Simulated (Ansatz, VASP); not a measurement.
# One calculation of InP, two programs

```
CELL_PARAMETERS angstrom
0.00000 2.76632 2.76632
2.76632 0.00000 2.76632
2.76632 2.76632 0.00000
ATOMIC_POSITIONS crystal
In 0.00000 0.00000 0.00000
P 0.25000 0.25000 0.25000
```

Change from the starting cell: volume scaled by 0.8, PAW files.

Alike in both runs: task single point; functional PBE; k mesh 11 × 11 × 11; occupations fermi-dirac, width 0.1 eV; no spin polarisation.

```csv
,VASP,Ansatz
version,VASP 6.6.1,Ansatz 0.2.0
potentials or method,"VASP PAW PBE potentials, release 64 (In_d, P)","PAW with Ansatz's default frozen-core files, scalar-relativistic"
plane-wave cutoff (eV),520,420
valence electrons in the cell,18,18
```

```csv
,VASP,Ansatz,Ansatz less VASP
pressure (GPa),22.0,22.1,+0.18
```
